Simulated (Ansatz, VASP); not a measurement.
# CdSe: VASP beside Ansatz

Contents of INCAR:

```
SYSTEM = CdSe
AGGAC = 1.0 ; AGGAX = 1.0
ALDAC = 0.0 ; ALDAX = 1.0
ALGO = Normal ; EDIFF = 1E-6
EDIFFG = -0.01 ; ENCUT = 600
GGA = B5 ; IBRION = 2
ISIF = 3 ; ISMEAR = -1
IVDW = 13 ; LASPH = .True.
LCHARG = .False. ; LREAL = .False.
LWAVE = .False. ; NELM = 80
NSW = 60 ; PREC = Accurate
SIGMA = 0.05 ; VDW_A1 = 0.44488865
VDW_A2 = 4.0933009 ; VDW_S6 = 1.0
VDW_S8 = 2.34076671
```

File KPOINTS:

```
k-points
0
Gamma
  8 8 8
  0 0 0
```

POSCAR

```
CdSe
1.0
    0.0000000000      2.8739580000      2.8739580000
    2.8739580000      0.0000000000      2.8739580000
    2.8739580000      2.8739580000      0.0000000000
Cd Se
1 1
Direct
    0.0000000000      0.0000000000      0.0000000000
    0.5000000000      0.5000000000      0.5000000000
```

The input input.yaml:

```yaml
crystal:
  lattice:
    - [0.0, 2.873958, 2.873958]
    - [2.873958, 0.0, 2.873958]
    - [2.873958, 2.873958, 0.0]
  atoms:
    - { symbol: Cd, position: [0.0, 0.0, 0.0] }
    - { symbol: Se, position: [0.5, 0.5, 0.5] }
hamiltonian:
  xc: blyp
  pseudopotentials: { kind: paw }
  dispersion: d4
kpoints:
  mp_grid: { grid: [8, 8, 8] }
scf:
  occupations: { method: fermi_dirac, width: 0.05 }
output:
  forces: true
  stress: true
  eigenvalues: true
relax:
  f_tol: 0.01
  max_steps: 40
  cell: { stress_tol: 0.05 }
```

Alike in both runs: task relaxation of cell and atoms; functional BLYP; dispersion D4; k mesh 8 × 8 × 8; occupations fermi-dirac, width 0.05 eV; no spin polarisation.

|  | VASP | Ansatz |
| --- | --- | --- |
| version | VASP 6.6.1 | Ansatz 0.2.0 |
| potentials or method | VASP PAW PBE potentials, release 64 (Cd, Se) | Ansatz PAW |
| plane-wave cutoff (eV) | 600 | 420 |
| valence electrons in the cell | 18 | 36 |

Ansatz gave:

* gap on the k mesh at the Fermi level, each at its own relaxed structure (eV): none
* relaxed volume (Å³/atom): 23.22
* relaxed cell length with the largest relative difference (Å): 4.034

Question: What did VASP give for the same quantities?

Answer: gap on the k mesh at the Fermi level, each at its own relaxed structure (eV): none; relaxed volume (Å³/atom): 23.38; relaxed cell length with the largest relative difference (Å): 4.044.

VASP's potentials were made for PBE, not for BLYP. A gap of «none» marks a metal or a gap that the smearing closes. VASP's potentials hold 18 valence electrons a cell and Ansatz's 36, so a difference there can come from the potentials and not from the codes.

Noted on Ansatz's run: the plane-wave basis is chosen anew once the cell has moved, so the energies of steps on either side of that aren't comparable.
